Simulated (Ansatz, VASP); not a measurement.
**ScTa: VASP beside Ansatz**

```xyz
2
Lattice="3.2227 0.0000 0.0000 -1.6113 2.7909 0.0000 0.0000 0.0000 5.3320" Properties=species:S:1:pos:R:3 pbc="T T T"
Sc    0.0000    0.0000    0.0000
Ta    0.0000    1.8606    2.6660
```

Alike in both runs: task single point; functional PBEsol; k mesh 6 × 6 × 4; occupations gaussian, width 0.1 eV; no spin polarisation.

|  | VASP | Ansatz |
| --- | --- | --- |
| version | VASP 6.6.1 | Ansatz 0.2.0 |
| potentials or method | VASP PAW PBE potentials, release 64 (Sc_sv, Ta_pv), cutoff 520 eV | scalar-relativistic, plane waves, PAW |
| valence electrons in the cell | 22 | 24 |

```tsv
	VASP	Ansatz	Ansatz less VASP
gap on the k mesh at the Fermi level (eV)	none	none	-
pressure (GPa)	-16.5	-16.5	0.00
traceless stress, the component that is largest in VASP (GPa)	0.75	0.74	-0.008
```

VASP's potentials were made for PBE, not for PBEsol. A gap of «none» marks a metal or a gap that the smearing closes. VASP's potentials hold 22 valence electrons a cell and Ansatz's 24, so a difference there can come from the potentials and not from the codes.

The k mesh is coarse, so the values compare programs but aren't converged. Spin-orbit coupling is off throughout.
